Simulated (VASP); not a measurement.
Input of a VASP 6.6.1 run:

The input INCAR:

```
SYSTEM = Al
PREC = Accurate
ENCUT = 520
EDIFF = 1E-6
ISMEAR = -1
SIGMA = 0.08
LREAL = .FALSE.
LASPH = .TRUE.
NELM = 80
ALGO = Normal
ISIF = 2
LWAVE = .FALSE.
LCHARG = .FALSE.
GGA = PS
NBANDS = 8
```

File KPOINTS:

```
Automatic mesh
0
G
  18 18 18
  0 0 0
```

POSCAR

```
Al
1.0
    0.0000000000      2.0077939631      2.0077939631
    2.0077939631      0.0000000000      2.0077939631
    2.0077939631      2.0077939631      0.0000000000
Al
1
Direct
    0.0000000000      0.0000000000      0.0000000000
```

Potentials or basis: VASP PAW PBE potentials, release 64 (Al).

Launch:

```sh
$ cat potpaw_PBE.64/Al/POTCAR > POTCAR
$ mpirun -np 1 vasp_std > vasp.out
```

Problem. Estimate the pressure.

Solution. 0.0 GPa.

Caveat: the PAW data sets were made with another functional, which shifts forces and pressure a little.
